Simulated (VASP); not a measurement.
Here is a VASP 6.6.1 calculation.

INCAR

```
ALGO     = Normal         # electronic algorithm
EDIFF    = 1E-7           # SCF threshold, eV
EDIFFG   = -0.04          # ionic threshold
ENCUT    = 600            # plane-wave cutoff, eV
GGA      = PE             # functional
IBRION   = 2              # ionic algorithm
ISIF     = 3              # what is computed and relaxed
ISMEAR   = 0              # smearing method
LASPH    = T              # aspherical terms in the spheres
LCHARG   = F              # write CHGCAR
LREAL    = F              # projectors in reciprocal space
LWAVE    = F              # write WAVECAR
NELM     = 80             # most SCF steps
NSW      = 90             # ionic steps
PREC     = Accurate       # precision mode
SIGMA    = 0.1            # smearing width, eV
```

The input KPOINTS:

```
k-points
0
Gamma
  4 4 4
```

File POSCAR:

```
LaTe4
1.0
   -3.5609632900      3.5609632900      3.5609632900
    3.5609632900     -3.5609632900      3.5609632900
    3.5609632900      3.5609632900     -3.5609632900
La Te
1 4
Direct
    0.0000000000      0.0000000000      0.0000000000
    0.5000000000      0.5000000000      0.5000000000
    0.0000000000      0.0000000000      0.5000000000
    0.0000000000      0.5000000000      0.0000000000
    0.5000000000      0.0000000000      0.0000000000
```

Potentials or basis: VASP PAW PBE potentials, release 64 (La, Te).

Launch:

```bash
$ cat potpaw_PBE.64/La/POTCAR potpaw_PBE.64/Te/POTCAR > POTCAR
$ mpirun -np 1 vasp_std > vasp.out
```

Q: Estimate the relaxed volume.

A: 38.92 Å³/atom.

Q: What does it give for the space group after relaxing (to 0.05 Å)?

A: Im-3m (No. 229).

Q: Estimate the relaxed cell.

A: a = 6.323 Å, b = 6.323 Å, c = 6.323 Å, α = 109.47°, β = 109.47°, γ = 109.47°.

The path:
| step | energy change (eV) | largest force (eV/Å) | pressure (GPa) | volume (Å³) |
| --- | --- | --- | --- | --- |
| 1 | 0.0000 | 0.0000 | 3.22 | 180.62 |
| 2 | -0.1136 | 0.0000 | -0.98 | 200.27 |
| 3 | -0.1314 | 0.0000 | 0.01 | 194.58 |
